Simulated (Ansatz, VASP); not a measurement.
One calculation of Au, two programs

```
Au
1.0
     0.00000    2.61660    2.61660
     2.61660    0.00000    2.61660
     2.61660    2.61660    0.00000
Au
2
Cartesian
  -0.6541 -0.6541 -0.6541
  0.6541 0.6541 0.6541
```

Change from the starting cell: volume scaled by 0.68, LAPW.

Alike in both runs: task single point; functional LDA; k mesh 12 × 12 × 12; occupations fermi-dirac, width 0.1 eV; no spin polarisation.

```csv
,VASP,Ansatz
version,VASP 6.6.1,Ansatz 0.2.0
potentials or method,"VASP PAW LDA potentials, release 64 (Au), cutoff 520 eV","all-electron LAPW, scalar-relativistic"
```

Ansatz gave:

| Item | Value |
| --- | --- |
| pressure (GPa) | 89.5 |

Estimate VASP's values.

pressure (GPa): 89.3.

LDA's correlation is that of Perdew and Zunger in VASP and of Perdew and Wang (1992) in Ansatz. Both programs put the cell under a high pressure, so it lies far from rest at this level. Ansatz ran all-electron here, and VASP with PAW potentials.

Neither program's run includes spin-orbit coupling. Noted on VASP's run: the cell as given lies far from equilibrium.
